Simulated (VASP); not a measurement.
Write the native input for VASP 6.6.1 that does the following.

| Property | Result |
| --- | --- |
| Task | single point |
| Functional | PBE0 |
| Potentials or basis | VASP PAW PBE potentials, release 64 (Mg, S) |
| Cutoff | 520 eV |
| k mesh | 6 × 6 × 6 |
| Occupations | gaussian, width 0.01 eV |
| Spin | no spin polarisation |
| Dipole correction | no |
| Grid for exact exchange (PRECFOCK) | Normal |
| Further INCAR settings | ALGO = Normal; EDIFF = 1e-07; NBANDS = 11 |
| Share of exact exchange | 0.25 |

Crystal: MgS.

```xyz
2
Lattice="0.0000 2.8309 2.8309 2.8309 0.0000 2.8309 2.8309 2.8309 0.0000" Properties=species:S:1:pos:R:3 pbc="T T T"
Mg    0.0000    0.0000    0.0000
S     4.2463    4.2463    4.2463
```

These files were run (other wordings do the same):

POSCAR

```
MgS
1.0
    0.0000000000      2.8308747667      2.8308747667
    2.8308747667      0.0000000000      2.8308747667
    2.8308747667      2.8308747667      0.0000000000
Mg S
1 1
Direct
    0.0000000000      0.0000000000      0.0000000000
    0.7500000000      0.7500000000      0.7500000000
```

INCAR.step1

```
PREC = Accurate
ENCUT = 520
EDIFF = 1E-5
ISMEAR = 0
SIGMA = 0.01
LREAL = F
LASPH = T
NELM = 100
ALGO = Normal
ISIF = 2
LWAVE = T
LCHARG = F
NBANDS = 11
GGA = PE
```

INCAR.step2

```
PREC = Accurate
ENCUT = 520
EDIFF = 1E-7
ISMEAR = 0
SIGMA = 0.01
LREAL = F
LASPH = T
NELM = 100
ALGO = Normal
ISIF = 2
LWAVE = F
LCHARG = F
GGA = PE
LHFCALC = T
AEXX = 0.25
PRECFOCK = Normal
NBANDS = 11
ISTART = 1
```

KPOINTS

```
Automatic mesh
0
Gamma
  6 6 6
```

Potentials or basis: VASP PAW PBE potentials, release 64 (Mg, S).

Launch:

```sh
$ cat potpaw_PBE.64/Mg/POTCAR potpaw_PBE.64/S/POTCAR > POTCAR
$ cp INCAR.step1 INCAR
$ mpirun -np 1 vasp_std > vasp.out
$ cp INCAR.step2 INCAR
$ mpirun -np 1 vasp_std > vasp.out
```

Results of the run:

```json
{
 "Pressure": "-0.2 GPa",
 "Band gap on the k mesh": "5.21 eV"
}
```

Caveat: the PAW data sets were made with another functional, which shifts forces and pressure a little.

It took 11 min on 1 thread of Intel(R) Xeon(R) Platinum 8259CL CPU @ 2.50GHz (Skylake/Cascade Lake), on a shared host, peak memory 0.2 GiB.
